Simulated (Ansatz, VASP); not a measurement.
## B3As2N: VASP beside Ansatz

```
N As B
1.0
     3.17233    0.00000    0.00000
    -1.58617    2.74732    0.00000
     0.00000    0.00000    7.69381
N As B
1 2 3
Direct
  0.00000 0.00000 0.98900
  0.33333 0.66667 0.32050
  0.66667 0.33333 0.68298
  0.33333 0.66667 0.05493
  0.66667 0.33333 0.41682
  0.00000 0.00000 0.78576
```

Alike in both runs: task single point; functional PBE; k mesh 12 × 12 × 4; occupations fermi-dirac, width 0.02 eV; non-collinear spin, spin-orbit coupling.

```csv
,VASP,Ansatz
version,VASP 6.6.1,Ansatz 0.2.0
potentials or method,"VASP PAW PBE potentials, release 64 (N, As, B)","plane waves, PAW"
plane-wave cutoff (eV),520,420
valence electrons in the cell,24,44
```

Ansatz gave:

* pressure (GPa): 2.4
* traceless stress, the component that is largest in VASP (GPa): 0.31
* rms of the force components (eV/Å): 0.058
* net moment per atom (μB): 0.00

Question: Estimate VASP's values.

Answer: Pressure (GPa): 3.3; traceless stress, the component that is largest in VASP (GPa): 0.34; rms of the force components (eV/Å): 0.076; net moment per atom (μB): 0.00.

Atom by atom the forces differ by 0.019 eV/Å (rms over components). VASP's potentials hold 24 valence electrons a cell and Ansatz's 44, so a difference there can come from the potentials and not from the codes.
